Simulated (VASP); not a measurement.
Wanted: the native input for a VASP 6.6.1 run.

```
Task                   : single point
Functional             : LDA
Potentials or basis    : VASP PAW LDA potentials, release 64 (Si)
Cutoff                 : 520 eV
k mesh                 : 12 × 12 × 6
Occupations            : gaussian, width 0.03 eV
Spin                   : no spin polarisation
Dipole correction      : no
Further INCAR settings : ALGO = Normal; EDIFF = 1e-06; NBANDS = 16
```

The structure of Si lies in POSCAR:

```
Si
1.0
    3.6181519190      0.0000000000      0.0000000000
   -1.8090759595      3.1334114766      0.0000000000
    0.0000000000      0.0000000000      6.9428717174
Si
4
Direct
    0.3333333333      0.6666666667      0.0630360460
    0.6666666667      0.3333333333      0.5630360460
    0.3333333333      0.6666666667      0.4369639540
    0.6666666667      0.3333333333      0.9369639540
```

This isn't the form of Si at room conditions, which is diamond.

This cell differs from its parent crystal: atoms shifted along a free coordinate, c/a of the conventional cell at fixed volume 1.9189.

The input as run:

INCAR

```
PREC = Accurate
ENCUT = 520
EDIFF = 1E-6
ISMEAR = 0
SIGMA = 0.03
LREAL = False
LASPH = True
NELM = 100
ALGO = Normal
ISIF = 2
LWAVE = False
LCHARG = False
NBANDS = 16
```

KPOINTS

```
Automatic mesh
0
Gamma
  12 12 6
```

Potentials or basis: VASP PAW LDA potentials, release 64 (Si).

The run is started by

```console
$ cat potpaw_LDA.64/Si/POTCAR > POTCAR
$ mpirun -np 1 vasp_std > vasp.out
```

It gave:

| Property | Result |
| --- | --- |
| Pressure | 2.6 GPa |
| Largest force | 1.010 eV/Å |
| Band gap on the k mesh | zero (bands 8 and 9 overlap by 0.19 eV) |

Caveat: semilocal functionals underestimate gaps, so a narrow gap can read as zero; forces of over 1 eV/Å act on the atoms, so gaps and moduli don't describe the material at rest.

Run time: 92 s on 1 thread of Intel(R) Xeon(R) Platinum 8259CL CPU @ 2.50GHz (Skylake/Cascade Lake), with other jobs on the host, peak memory 0.2 GiB.
